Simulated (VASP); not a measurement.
Input of a VASP 6.6.1 run:

Contents of INCAR:

```
ALGO = Normal
EDIFF = 1E-7
ENCUT = 520
GGA = PE
ISIF = 2
ISMEAR = 0
LASPH = T
LCHARG = F
LREAL = Auto
LWAVE = F
NBANDS = 100
NELM = 60
PREC = Accurate
SIGMA = 0.1
```

KPOINTS

```
k-points
0
Gamma
  2 2 3
```

File POSCAR:

```
LiIn2Ru
1.0
    7.8688720000     -0.5478660000     -1.6931430000
    0.4697850000      7.5140110000     -0.2622470000
    0.7004670000      0.2746260000      4.8162470000
In Li Ru
8 4 4
Direct
    0.9253294897      0.5354721749      0.8044531602
    0.0761302359      0.7890854117      0.5189301251
    0.6057628173      0.9315870029      0.7288999029
    0.6922240597      0.1075660856      0.2278344953
    0.1468444774      0.9213229809      0.0089324503
    0.7264032602      0.7240489902      0.1705467495
    0.2735774912      0.4318264717      0.4992642634
    0.2865665821      0.0794563120      0.4755539701
    0.3327410924      0.2369365241      0.9725222033
    0.2069883284      0.5348507379      1.0387091528
    0.4652349047      0.6315505193      0.7878745528
    0.5545272122      0.4263047439      0.2448277690
    0.3866448389      0.7685207588      0.2917863776
    0.8802139308      0.1232910158      0.7160037171
   -0.0112869418      0.2320651627      0.2138584226
    0.6283542119      0.3047408863      0.7968347385
```

Potentials or basis: VASP PAW PBE potentials, release 64 (In_d, Li_sv, Ru_pv).

Launch:

```console
$ cat potpaw_PBE.64/In_d/POTCAR potpaw_PBE.64/Li_sv/POTCAR potpaw_PBE.64/Ru_pv/POTCAR > POTCAR
$ mpirun -np 1 vasp_std > vasp.out
```

**Question.** Estimate the band gap on the k mesh.

**Answer.** Zero (bands 86 and 87 overlap by 0.10 eV).

**Question.** What does it give for the largest force?

**Answer.** 2.788 eV/Å.

Forces in eV/Å, atoms in the order of the input:
```
In  -1.689 -2.172  0.453
In  -1.234 -0.808 -0.687
In  -1.380 -0.208 -0.780
In  -0.724  0.257  1.051
In  -1.145  1.166 -0.748
In   0.424 -0.998  1.279
In   0.070  0.781  0.578
In   0.735  0.470  0.445
Li   0.002 -0.311  0.248
Li  -0.074  0.491 -0.609
Li   0.143 -0.049  0.145
Li   0.282  0.369  0.491
Ru   1.839 -0.452  0.406
Ru   1.555  1.002 -0.357
Ru   1.448  0.112 -0.270
Ru  -0.251  0.351 -1.643
```

Caveat: the k points lie up to 0.43 Å⁻¹ apart; spin-orbit coupling is left out, which moves the levels of the heavy elements.
